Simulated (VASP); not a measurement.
Se: single point with PBE+D3(BJ)

The system is Se, a sheet with vacuum.

```
CELL_PARAMETERS angstrom
2.63134 0.00000 0.00000
0.00000 2.63134 0.00000
0.00000 0.00000 31.15000
ATOMIC_POSITIONS crystal
Se 0.50000 0.50000 0.23387
Se 0.50000 0.50000 0.34398
```

```
Program             : VASP 6.6.1
Task                : single point
Functional          : PBE
Dispersion          : D3(BJ)
Potentials or basis : VASP PAW PBE potentials, release 64 (Se)
Cutoff              : 520 eV
k mesh              : 20 × 20 × 1
Occupations         : gaussian, width 0.1 eV
Spin                : no spin polarisation
```

* Band gap on the k mesh: zero (band 6 reaches 0.35 eV, above the bottom of band 7 at -5.22 eV)
* Dispersion energy per atom: -0.257 eV

Levels at points of the mesh, in eV from the Fermi level:
```tsv
k point	band 3	band 4	band 5	band 6	band 7	band 8	band 9	band 10
(0.00, 0.00, 0.00)	-4.82	-3.04	3.78	3.78	3.95	3.95	4.23	4.93
(0.50, 0.00, 0.00)	-6.89	-6.60	-1.98	-0.43	4.64	5.78	5.93	6.82
(0.50, 0.50, 0.00)	-4.43	-4.43	-4.21	-4.21	0.54	1.90	3.91	4.44
```

It took 100 s on 1 thread of AMD EPYC 9R14 (Zen 4), with other jobs on the host, peak memory 0.34 GiB.
